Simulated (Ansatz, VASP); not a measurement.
# Ge in VASP and in Ansatz

```
CELL_PARAMETERS angstrom
0.00000 2.77116 2.77116
2.77116 0.00000 2.77116
2.77116 2.77116 0.00000
ATOMIC_POSITIONS crystal
Ge 0.75000 0.75000 0.75000
Ge 0.50000 0.50000 0.50000
```

Alike in both runs: task single point; functional PBE exchange alone; k mesh 8 × 8 × 8; occupations fermi-dirac, width 0.05 eV; no spin polarisation.

|  | VASP | Ansatz |
| --- | --- | --- |
| version | VASP 6.6.1 | Ansatz 0.2.0 |
| potentials or method | VASP PAW PBE potentials, release 64 (Ge_d) | Ansatz PAW |
| plane-wave cutoff (eV) | 520 | 420 |
| valence electrons in the cell | 28 | 28 |

Ansatz gave:

| Quantity | Value |
| --- | --- |
| gap on the k mesh at the Fermi level (eV) | 0.39 |
| least direct gap on the mesh (eV) | 0.49 |
| pressure (GPa) | 19.8 |

Estimate VASP's values.

gap on the k mesh at the Fermi level (eV): 0.39; least direct gap on the mesh (eV): 0.47; pressure (GPa): 19.9.

VASP's potentials were made for PBE, not for PBE exchange alone.
